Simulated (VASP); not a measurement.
Al2BC3: single point with PBE

The system is Al2BC3.

```
Al B C
1.0
     4.04920    0.00000    0.00000
     0.00000    4.04920    0.00000
     0.00000    0.00000    4.51830
Al B C
2 1 3
Direct
  0.00000 0.00000 0.00000
  0.50000 0.50000 0.00000
  0.00000 0.00000 0.50000
  0.50000 0.00000 0.00000
  0.00000 0.50000 0.00000
  0.50000 0.50000 0.50000
```

* Program: VASP 6.6.1
* Task: single point
* Functional: PBE
* Potentials or basis: VASP PAW PBE potentials, release 64 (Al, B, C)
* Cutoff: 520 eV
* k mesh: 4 × 4 × 4
* Occupations: gaussian, width 0.1 eV
* Spin: collinear spin, ferromagnetic start
* Starting moments: [0.0, 0.0, 0.0, 1.0, 1.0, 1.0] μB
* Dipole correction: no
* Further INCAR settings: ALGO = Normal; EDIFF = 1e-06; NBANDS = 24

The pressure is -1.6 GPa, the net moment is 0.48 μB per cell and the site moments are Al +0.01; B +0.04; C +0.01, +0.18 μB. The valence electrons inside the program's atomic spheres are Al 0.82, 0.78; B 1.44; C 2.33, 2.06.

Stress tensor (GPa, compression positive):
```
  4.13   0.00   0.00
  0.00   4.13   0.00
  0.00   0.00 -12.99
```

Levels at points of the mesh, in eV from the Fermi level:
Spin up:
```tsv
k point	band 9	band 10	band 11	band 12	band 13	band 14
(0.00, 0.00, 0.00)	-0.30	-0.30	0.17	0.17	1.01	3.11
(0.50, 0.00, 0.00)	-2.37	-2.09	0.75	0.79	1.23	1.69
(0.50, 0.50, 0.00)	-1.45	-1.38	-0.75	-0.75	0.67	0.68
(0.00, 0.00, 0.50)	-1.04	-0.75	0.00	0.00	0.36	0.53
(0.50, 0.00, 0.50)	-1.11	-0.25	-0.08	0.30	1.22	1.54
(0.50, 0.50, 0.50)	0.30	0.69	0.69	1.48	1.92	1.92
```
Spin down:
| k point | band 7 | band 8 | band 9 | band 10 | band 11 | band 12 | band 13 | band 14 |
| --- | --- | --- | --- | --- | --- | --- | --- | --- |
| (0.00, 0.00, 0.00) | -4.60 | -0.23 | -0.16 | -0.16 | 0.52 | 0.52 | 0.90 | 3.12 |
| (0.50, 0.00, 0.00) | -3.03 | -2.82 | -2.28 | -1.99 | 1.20 | 1.25 | 1.33 | 1.84 |
| (0.50, 0.50, 0.00) | -1.87 | -1.32 | -1.07 | -1.07 | -0.83 | -0.83 | 0.70 | 0.77 |
| (0.00, 0.00, 0.50) | -1.66 | -0.65 | -0.65 | -0.65 | 0.05 | 0.05 | 0.34 | 0.45 |
| (0.50, 0.00, 0.50) | -2.97 | -2.88 | -1.08 | -0.10 | 0.46 | 0.48 | 1.29 | 1.67 |
| (0.50, 0.50, 0.50) | -3.35 | -3.35 | 0.50 | 0.72 | 0.79 | 1.56 | 2.14 | 2.14 |

Run time: 51 s on 1 thread of Intel(R) Xeon(R) Platinum 8488C (Sapphire Rapids), on a shared host, peak memory 0.22 GiB.

Caveat: the k points lie up to 0.39 Å⁻¹ apart.
